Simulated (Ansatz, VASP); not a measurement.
## WS2 in VASP and in Ansatz

Contents of POSCAR:

```
WS2
1.0
    1.6263703958      0.9389853858      6.3482299000
   -1.6263703958      0.9389853858      6.3482299000
    0.0000000000     -1.8779707716      6.3482299000
W S
1 2
Direct
    0.0000000000      0.0000000000      0.0000000000
    0.7503000000      0.7503000000      0.7503000000
    0.5810000000      0.5810000000      0.5810000000
```

INCAR.step1

```
PREC = Accurate
ENCUT = 520
ISMEAR = 0
SIGMA = 0.05
LREAL = F
LASPH = T
NELM = 100
NBANDS = 20
GGA = PE
ALGO = Normal
EDIFF = 1E-4
LWAVE = T
LCHARG = F
```

INCAR.step2

```
PREC = Accurate
ENCUT = 520
EDIFF = 1E-6
ISMEAR = 0
SIGMA = 0.05
LREAL = F
LASPH = T
NELM = 100
ALGO = Normal
ISIF = 2
LWAVE = F
LCHARG = F
METAGGA = R2SCAN
LMIXTAU = T
NBANDS = 20
ISTART = 1
```

The input KPOINTS:

```
Automatic mesh
0
Gamma
  12 12 12
```

Input for Ansatz:

```yaml
crystal:
  lattice:
    - [1.6263703958, 0.9389853858, 6.3482299]
    - [-1.6263703958, 0.9389853858, 6.3482299]
    - [0.0, -1.8779707716, 6.3482299]
  atoms:
    - { symbol: W, position: [0.0, 0.0, 0.0] }
    - { symbol: S, position: [0.7503, 0.7503, 0.7503] }
    - { symbol: S, position: [0.581, 0.581, 0.581] }
basis:
  ecutwfc: 500
kpoints:
  mp_grid: { grid: [12, 12, 12] }
hamiltonian:
  xc: r2scan
scf:
  occupations: { method: gaussian, width: 0.05 }
output:
  forces: true
  stress: true
  eigenvalues: true
```

Change from the starting cell: strain +0.030 along x and y, +0.030 along z, atoms carried along.

Alike in both runs: task single point; functional r2SCAN; k mesh 12 × 12 × 12; occupations gaussian, width 0.05 eV; no spin polarisation.

|  | VASP | Ansatz |
| --- | --- | --- |
| version | VASP 6.6.1 | Ansatz 0.2.0 |
| potentials or method | VASP PAW PBE potentials, release 64 (W_sv, S), cutoff 520 eV | scalar-relativistic, plane waves, PAW |
| valence electrons in the cell | 26 | 26 |

```tsv
	VASP	Ansatz	Ansatz less VASP
gap on the k mesh at the Fermi level (eV)	1.19	1.18	-0.011
least direct gap on the mesh (eV)	1.80	1.80	-0.005
pressure (GPa)	-10.4	-10.5	-0.11
traceless stress, the component that is largest in VASP (GPa)	-1.43	-1.38	+0.042
rms of the force components (eV/Å)	0.707	0.714	+0.0072
```

VASP's potentials were made for PBE, not for r2SCAN. Atom by atom the forces differ by 0.008 eV/Å (rms over components).

Neither program's run includes spin-orbit coupling.
